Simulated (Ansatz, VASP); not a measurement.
B5C2: VASP beside Ansatz

```
CELL_PARAMETERS angstrom
4.21254 -2.85734 0.00000
4.21254 2.85734 0.00000
-2.26897 0.00000 4.55360
ATOMIC_POSITIONS crystal
B 0.80350 0.31050 0.19600
B 0.68950 0.19650 0.80400
B 0.19650 0.68950 0.80400
B 0.31050 0.80350 0.19600
B 0.67550 0.98750 0.01200
B 0.32450 0.01250 0.98800
B 0.98750 0.67550 0.01200
B 0.01250 0.32450 0.98800
B 0.80400 0.80400 0.69000
B 0.19600 0.19600 0.31000
C 0.57000 0.57000 0.43100
C 0.43000 0.43000 0.56900
C 0.98800 0.98800 0.32500
C 0.01200 0.01200 0.67500
```

Alike in both runs: task relaxation of cell and atoms; functional PBE; k mesh 4 × 4 × 4; occupations gaussian, width 0.2 eV; no spin polarisation.

```csv
,VASP,Ansatz
version,VASP 6.6.1,Ansatz 0.2.0
potentials or method,"VASP PAW PBE potentials, release 64 (B, C), cutoff 600 eV","scalar-relativistic, plane waves, PAW"
valence electrons in the cell,46,46
```

```csv
,VASP,Ansatz,Ansatz less VASP
"gap on the k mesh at the Fermi level, each at its own relaxed structure (eV)",2.53,2.54,+0.001
relaxed volume (Å³/atom),6.90,6.91,+0.010
relaxed cell length with the largest relative difference (Å),4.752,4.756,+0.0037
```
